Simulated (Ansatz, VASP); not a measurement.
Si3C2 in VASP and in Ansatz

```
CELL_PARAMETERS angstrom
2.88511 0.00000 0.00000
-1.44256 2.49858 0.00000
0.00000 0.00000 14.50474
ATOMIC_POSITIONS crystal
Si 0.66667 0.33333 0.07986
Si 0.66667 0.33333 0.25000
Si 0.66667 0.33333 0.42014
Si 0.33333 0.66667 0.75000
Si 0.33333 0.66667 0.92014
Si 0.33333 0.66667 0.57986
C 0.66667 0.33333 0.84932
C 0.66667 0.33333 0.65068
C 0.33333 0.66667 0.15068
C 0.33333 0.66667 0.34932
```

Alike in both runs: functional PBE; k mesh 6 × 6 × 1; occupations gaussian, width 0.1 eV; no spin polarisation.

Ansatz relaxed the structure, and its values are those at the end. VASP's run is a single point on that final structure, the one shown.

|  | VASP | Ansatz |
| --- | --- | --- |
| version | VASP 6.6.1 | Ansatz 0.2.0 |
| potentials or method | VASP PAW PBE potentials, release 64 (Si, C), cutoff 520 eV | scalar-relativistic, plane waves, PAW |
| valence electrons in the cell | 40 | 40 |

|  | VASP | Ansatz | Ansatz less VASP |
| --- | --- | --- | --- |
| gap on the k mesh at the Fermi level (eV) | none | none | - |
| pressure (GPa) | 0.1 | 0.1 | -0.04 |
| rms of the force components (eV/Å) | 0.012 | 0.006 | -0.0062 |

A gap of «none» marks a metal or a gap that the smearing closes.

The k mesh is coarse, so the values compare programs but aren't converged.
